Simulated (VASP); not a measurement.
# Ta in VASP: further runs

Ta is run at these levels: PBE; tasks: single point, relaxation of the atoms.

Program: VASP 6.6.1. These are calculated values, not measurements. Logs are shortened: lines on timing, memory, paths and dates and some standing lists are left out, and cuts for length are marked.

## (1) The cell of the first run

The cell holds a slab with vacuum, 6 atoms: a = 4.694 Å, b = 4.694 Å, c = 19.988 Å, α = 90.00°, β = 90.00°, γ = 120.00°.

## (2) Single point, PBE

File INCAR:

```
SYSTEM = Ta
PREC     = Accurate       ! precision mode
ENCUT    = 520            ! plane-wave cutoff, eV
EDIFF    = 1E-6           ! SCF threshold, eV
ISMEAR   = 0              ! smearing method
SIGMA    = 0.1            ! smearing width, eV
LREAL    = .False.        ! projectors in reciprocal space
LASPH    = .True.         ! aspherical terms in the spheres
NELM     = 60             ! most SCF steps
ALGO     = Normal         ! electronic algorithm
ISIF     = 2              ! what is computed and relaxed
LWAVE    = .False.        ! write WAVECAR
LCHARG   = .False.        ! write CHGCAR
LDIPOL   = .True.       
IDIPOL   = 3            
DIPOL    = 0.5 0.5 0.315
GGA      = PE             ! functional
NBANDS   = 42             ! bands
```

File KPOINTS:

```
Automatic mesh
0
Gamma
  6 6 1
  0 0 0
```

File POSCAR:

```
Ta
1.0
    4.6937283335      0.0000000000      0.0000000000
   -2.3468641668      4.0648879753      0.0000000000
    0.0000000000      0.0000000000     19.9881921019
Ta
6
Direct
    0.6666666667      0.3333333333      0.2001181487
    0.3333333333      0.6666666667      0.2480516126
    0.0000000000      0.0000000000      0.2959850765
    0.6666666667      0.3333333333      0.3401842457
    0.3333333333      0.6666666667      0.3819724419
    0.0000000000      0.0000000000      0.4246603224
```

Potentials or basis: VASP PAW PBE potentials, release 64 (Ta_pv).

On the command line:

```sh
> cat potpaw_PBE.64/Ta_pv/POTCAR > POTCAR
> mpirun -np 1 vasp_std > vasp.out
```

OUTCAR:

```text
SYSTEM = Ta
   PREC = Accurate
   ENCUT = 520
   EDIFF = 1E-6
   ISMEAR = 0
   LREAL = .False.
   LASPH = .True.
   NELM = 60
   ISIF = 2
   GGA = PE

 ion  position               nearest neighbor table
   1  0.667  0.333  0.200-   4 2.80   2 2.87   2 2.87   2 2.87   3 3.32   3 3.32   3 3.32
   2  0.333  0.667  0.248-   5 2.68   1 2.87   1 2.87   3 2.87   3 2.87   3 2.87   1 2.87   4 3.28
                             4 3.28   4 3.28
   3  0.000  0.000  0.296-   6 2.57   4 2.85   4 2.85   4 2.85   2 2.87   2 2.87   2 2.87   5 3.21
                             5 3.21   5 3.21   1 3.32   1 3.32   1 3.32
   4  0.667  0.333  0.340-   1 2.80   5 2.84   5 2.84   5 2.84   3 2.85   3 2.85   3 2.85   6 3.19
                             6 3.19   6 3.19   2 3.28   2 3.28   2 3.28
   5  0.333  0.667  0.382-   2 2.68   4 2.84   4 2.84   4 2.84   6 2.84   6 2.84   6 2.84   3 3.21
                             3 3.21   3 3.21
   6  0.000  0.000  0.425-   3 2.57   5 2.84   5 2.84   5 2.84   4 3.19   4 3.19   4 3.19

  LATTYP: Found a hexagonal cell.
 ALAT       =     4.6937283335
 C/A-ratio  =     4.2584893461

  Lattice vectors:

 A1 = (   4.6937283335,   0.0000000000,   0.0000000000)
 A2 = (  -2.3468641668,   4.0648879753,   0.0000000000)
 A3 = (   0.0000000000,   0.0000000000,  19.9881921019)

Analysis of symmetry for initial positions (statically):
=====================================================================
 Subroutine PRICEL returns:
 Original cell was already a primitive cell.

 Routine SETGRP: Setting up the symmetry group for a
 hexagonal supercell.

 Subroutine GETGRP returns: Found  6 space group operations
 (whereof  6 operations were pure point group operations)
 out of a pool of 24 trial point group operations.

The static configuration has the point symmetry C_3v.

Analysis of symmetry for dynamics (positions and initial velocities):
=====================================================================
 Subroutine PRICEL returns:
 Original cell was already a primitive cell.

 Routine SETGRP: Setting up the symmetry group for a
 hexagonal supercell.

 Subroutine GETGRP returns: Found  6 space group operations
 (whereof  6 operations were pure point group operations)
 out of a pool of 24 trial point group operations.

The dynamic configuration has the point symmetry C_3v.

 Subroutine INISYM returns: Found  6 space group operations
 (whereof  6 operations are pure point group operations),
 and found     1 'primitive' translations

----------------------------------------------------------------------------------------

                                     Primitive cell

  volume of cell :     381.3643

  direct lattice vectors                    reciprocal lattice vectors
     4.693728334  0.000000000  0.000000000     0.213050251  0.123004620  0.000000000
    -2.346864167  4.064887975  0.000000000     0.000000000  0.246009240  0.000000000
     0.000000000  0.000000000 19.988192102     0.000000000  0.000000000  0.050029537

  length of vectors
     4.693728334  4.693728334 19.988192102     0.246009240  0.246009240  0.050029537

  position of ions in fractional coordinates (direct lattice)
     0.666666667  0.333333333  0.200118149
     0.333333333  0.666666667  0.248051613
     0.000000000  0.000000000  0.295985077
     0.666666667  0.333333333  0.340184246
     0.333333333  0.666666667  0.381972442
     0.000000000  0.000000000  0.424660322

  ion indices of the primitive-cell ions
   primitive index   ion index
                 1           1
                 2           2
                 3           3
                 4           4
                 5           5
                 6           6

----------------------------------------------------------------------------------------

 KPOINTS: Automatic mesh

Automatic generation of k-mesh.
 Grid dimensions read from file:
 generate k-points for:    6    6    1

 Generating k-lattice:

  Cartesian coordinates                     Fractional coordinates (reciprocal lattice)
     0.035508375  0.020500770  0.000000000     0.166666667  0.000000000  0.000000000
     0.000000000  0.041001540  0.000000000     0.000000000  0.166666667  0.000000000
     0.000000000  0.000000000  0.050029537     0.000000000  0.000000000  1.000000000

  Length of vectors
     0.041001540  0.041001540  0.050029537

  Shift w.r.t. Gamma in fractional coordinates (k-lattice)
     0.000000000  0.000000000  0.000000000

 Subroutine IBZKPT returns following result:
 ===========================================

 Found      7 irreducible k-points:

 Following reciprocal coordinates:
            Coordinates               Weight
  0.000000  0.000000  0.000000      1.000000
  0.166667  0.000000  0.000000      6.000000
  0.333333  0.000000  0.000000      6.000000
  0.500000  0.000000  0.000000      3.000000
  0.166667  0.166667  0.000000      6.000000
  0.333333  0.166667  0.000000     12.000000
  0.333333  0.333333  0.000000      2.000000
   k-points           NKPTS =      7   k-points in BZ     NKDIM =      7   number of bands    NBANDS=     42
   number of dos      NEDOS =    301   number of ions     NIONS =      6
   total plane-waves  NPLWV = 194400
   dimension x,y,z NGX =    36 NGY =   36 NGZ =  150
   dimension x,y,z NGXF=    72 NGYF=   72 NGZF=  300
   ions per type =               6
   NGX,Y,Z   is equivalent  to a cutoff of  12.75, 12.75, 12.48 a.u.
   NGXF,Y,Z  is equivalent  to a cutoff of  25.50, 25.50, 24.95 a.u.
 SYSTEM =  Ta
   PREC   = accura    normal or accurate (medium, high low for compatibility)
   ISTART =      0    job   : 0-new  1-cont  2-samecut
   ICHARG =      2    charge: 1-file 2-atom 10-const
   ISPIN  =      1    spin polarized calculation?
   LNONCOLLINEAR =      F non collinear calculations
   LSORBIT =      F    spin-orbit coupling
   LASPH  =      T    aspherical Exc in radial PAW
   ENCUT  =  520.0 eV  38.22 Ry    6.18 a.u.   8.73  8.73 37.16*2*pi/ulx,y,z
   NELM   =     60;   NELMIN=  2; NELMDL= -5     # of ELM steps
   EDIFF  = 0.1E-05   stopping-criterion for ELM
   LREAL  =      F    real-space projection
   EDIFFG = 0.1E-04   stopping-criterion for IOM
   NSW    =      0    number of steps for IOM
   IBRION =     -1    ionic relax: 0-MD 1-quasi-New 2-CG
   NFREE  =      0    steps in history (QN), initial steepest desc. (CG)
   ISIF   =      2    stress and relaxation
   ISYM   =      2    0-nonsym 1-usesym 2-fastsym
   POTIM  = 0.5000    time-step for ionic-motion
   TEBEG  =    0.0;   TEEND  =   0.0 temperature during run
   PSTRESS=    0.0 pullay stress
   NELECT =      66.0000    total number of electrons
   NUPDOWN=      -1.0000    fix difference up-down
   EMIN   =  10.00;   EMAX   =-10.00  energy-range for DOS
   EFERMI =   0.00;   METHOD = LEGACY
   ISMEAR =     0;   SIGMA  =   0.10  broadening in eV -4-tet -1-fermi 0-gaus
   EFERMI_NEDOS =   21; number of points for ismear=-14 and -15
   IALGO  =     38    algorithm
   IMIX   =      4    mixing-type and parameters
     AMIX     =   0.40;   BMIX     =  1.00
     AMIX_MAG =   1.60;   BMIX_MAG =  1.00
  volume/ion in A,a.u.               =      63.56       428.93
  Fermi-wavevector in a.u.,A,eV,Ry     =   0.912311  1.724017 11.324277  0.832311
  Thomas-Fermi vector in A             =   2.036692
   LORBIT       =      0    0 simple, 1 ext, 2 COOP (PROOUT), +10 PAW based schemes
   GGA     = PE    functional components
   LHFCALC =     F    Hartree Fock is set to
   AEXX    =    0.0000 exact exchange contribution
   IVDW    =     0    specifies the selected vdW correction
   LEPSILON=     F    determine dielectric tensor
   LRPA    =     F    only Hartree local field effects (RPA)
 non-spin polarized calculation
 Gauss-broadening in eV      SIGMA  =   0.10
  energy-cutoff  :      520.00
  volume of cell :      381.36
 maximum number of plane-waves:     10285
 NGX is ok and might be reduce to    36
   NGX = 17   NGY = 17   NGZ = 75

 dipolmoment           0.000000      0.000000     -0.002057 electrons x Angstroem

 number of electron      65.9999990 magnetization

 dipolmoment           0.000000      0.000000      0.017584 electrons x Angstroem

 Free energy of the ion-electron system (eV)
  ---------------------------------------------------
  ext. energy  EPLUGINS =         0.00000000
  ---------------------------------------------------
  free energy    TOTEN  =       -64.06092596 eV

  energy without entropy =      -64.03219264  energy(sigma->0) =      -64.04655930

 E-fermi :  -0.8082     XC(G=0):  -4.7211

 val. band max:       -0.8374819913   @ k =   0.3333   0.3333   0.0000
 cond. band min:      -0.7983486299   @ k =   0.3333   0.3333   0.0000
 fundamental gap:      0.0391333614
 Fermi energy:        -0.8081767488

 k-point     1 :       0.0000    0.0000    0.0000
  band No.  band energies     occupation
      1     -35.5232      2.00000
      2     -35.4147      2.00000
      3     -35.1931      2.00000
      4     -35.1931      2.00000
      5     -35.0477      2.00000
      6     -35.0477      2.00000
[... 34 lines left out ...]
     41       1.7171      0.00000
     42       1.7171      0.00000

 k-point     2 :       0.1667    0.0000    0.0000
  band No.  band energies     occupation
      1     -35.5300      2.00000
      2     -35.4270      2.00000
      3     -35.2291      2.00000
      4     -35.2050      2.00000
      5     -35.1200      2.00000
      6     -35.0922      2.00000
[... 34 lines left out ...]
     41       1.5894      0.00000
     42       1.6722      0.00000

 k-point     3 :       0.3333    0.0000    0.0000
  band No.  band energies     occupation
      1     -35.5453      2.00000
      2     -35.4560      2.00000
      3     -35.3018      2.00000
      4     -35.1915      2.00000
      5     -35.1589      2.00000
      6     -35.0806      2.00000
[... 34 lines left out ...]
     41       1.5896      0.00000
     42       1.8111      0.00000

 k-point     4 :       0.5000    0.0000    0.0000
  band No.  band energies     occupation
      1     -35.5536      2.00000
      2     -35.4710      2.00000
      3     -35.3337      2.00000
      4     -35.1778      2.00000
      5     -35.1706      2.00000
      6     -35.0392      2.00000
[... 34 lines left out ...]
     41       1.4075      0.00000
     42       1.9665      0.00000

 k-point     5 :       0.1667    0.1667    0.0000
  band No.  band energies     occupation
      1     -35.5411      2.00000
      2     -35.4511      2.00000
      3     -35.2480      2.00000
      4     -35.2226      2.00000
      5     -35.1449      2.00000
      6     -35.1097      2.00000
[... 34 lines left out ...]
     41       1.4432      0.00000
     42       1.7302      0.00000

 k-point     6 :       0.3333    0.1667    0.0000
  band No.  band energies     occupation
      1     -35.5518      2.00000
      2     -35.4799      2.00000
      3     -35.2816      2.00000
      4     -35.1897      2.00000
      5     -35.1631      2.00000
      6     -35.0723      2.00000
[... 34 lines left out ...]
     41       1.2370      0.00000
     42       1.4531      0.00000

 k-point     7 :       0.3333    0.3333    0.0000
  band No.  band energies     occupation
      1     -35.5519      2.00000
      2     -35.4982      2.00000
      3     -35.2359      2.00000
      4     -35.1690      2.00000
      5     -35.1599      2.00000
      6     -35.1146      2.00000
[... 34 lines left out ...]
     41       1.1547      0.00000
     42       1.2148      0.00000

------------------------ aborting loop because EDIFF is reached ----------------------------------------

 vacuum level on the upper side and lower side of the slab       (xc-potential included)        -0.064        -0.209

  FORCE on cell =-STRESS in cart. coord.  units (eV):
  Direction    XX          YY          ZZ          XY          YZ          ZX
  --------------------------------------------------------------------------------------
  -------------------------------------------------------------------------------------
  Total       -4.8463510     -4.8463510     -3.5101185      0.0000000      0.0000000      0.0000000
  in kB      -20.3603575    -20.3603575    -14.7466141      0.0000000      0.0000000      0.0000000
  external PRESSURE =     -18.4891097 kB  Pullay stress =       0.0000000 kB

 VOLUME and BASIS-vectors are now :
 -----------------------------------------------------------------------------
  energy-cutoff  :      520.00
  volume of cell :      381.36
      direct lattice vectors                 reciprocal lattice vectors
     4.693728334  0.000000000  0.000000000     0.213050251  0.123004620  0.000000000
    -2.346864167  4.064887975  0.000000000     0.000000000  0.246009240  0.000000000
     0.000000000  0.000000000 19.988192102     0.000000000  0.000000000  0.050029537

 POSITION                                       TOTAL-FORCE (eV/Angst)
 -----------------------------------------------------------------------------------
      2.34686      1.35496      4.00000        -0.000000     -0.000000      1.909867
     -0.00000      2.70993      4.95810         0.000000     -0.000000     -0.198829
      0.00000      0.00000      5.91621         0.000000     -0.000000     -1.709540
      2.34686      1.35496      6.79967        -0.000000      0.000000     -0.012084
     -0.00000      2.70993      7.63494         0.000000     -0.000000      0.023525
      0.00000      0.00000      8.48819        -0.000000     -0.000000     -0.012939
 -----------------------------------------------------------------------------------
    total drift:                               -0.000000      0.000000      0.000271

  FREE ENERGIE OF THE ION-ELECTRON SYSTEM (eV)
  ---------------------------------------------------
  free  energy   TOTEN  =       -64.0609259566 eV

  energy  without entropy=      -64.0321926402  energy(sigma->0) =      -64.04655930

 vacuum level on the upper side and lower side of the slab         2.667         2.521
```

It took 12 min on 1 thread of Intel Xeon 8259CL, shared host; peak memory 0.47 GiB.

Results:

```
Free energy   : -64.0609 eV
Largest force : 1.910 eV/Å
```

Forces in eV/Å, atoms in the order of the input:
```
Ta   0.000  0.000  1.910
Ta   0.000  0.000 -0.199
Ta   0.000  0.000 -1.710
Ta   0.000  0.000 -0.012
Ta   0.000  0.000  0.024
Ta   0.000  0.000 -0.013
```

Levels at points of the mesh, in eV from the Fermi level:
```
           k point  band 31  band 32  band 33  band 34  band 35  band 36
(0.00, 0.00, 0.00)    -0.83    -0.32    -0.32     0.05     0.21     0.33
(0.50, 0.00, 0.00)    -0.83    -0.47    -0.19     0.24     0.30     0.93
```

Caveat: spin-orbit coupling is left out, which moves the levels of the heavy elements.

(Part 1 of 2 ends here.)
